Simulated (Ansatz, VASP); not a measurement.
**Two plane-wave programs on Ca**

```
Ca
1.0
    -0.02794    2.78023    2.78023
     2.78023   -0.02794    2.78023
     2.78023    2.78023   -0.02794
Ca
1
Direct
  0.00000 0.00000 0.00000
```

Change from the starting cell: equal xy, yz and zx shear strains of -1 %, PAW files.

Alike in both runs: task electric field gradients; functional PBEsol; k mesh 11 × 11 × 11; occupations fermi-dirac, width 0.05 eV; no spin polarisation.

|  | VASP | Ansatz |
| --- | --- | --- |
| version | VASP 6.6.1 | Ansatz 0.2.0 |
| potentials or method | VASP PAW PBE potentials, release 64 (Ca_sv) | PAW with Ansatz's default frozen-core files, scalar-relativistic |
| plane-wave cutoff (eV) | 520 | 420 |
| valence electrons in the cell | 10 | 10 |

```tsv
	VASP	Ansatz	Ansatz less VASP
pressure (GPa)	-1.2	-1.2	-0.01
traceless stress, the component that is largest in VASP (GPa)	0.14	0.14	0.000
size of Vzz on the site where it differs most (V/Å²)	1.5	1.4	-0.05
```

VASP's potentials were made for PBE, not for PBEsol. With one functional, cell and mesh, what is left measures potentials, basis and numerics.
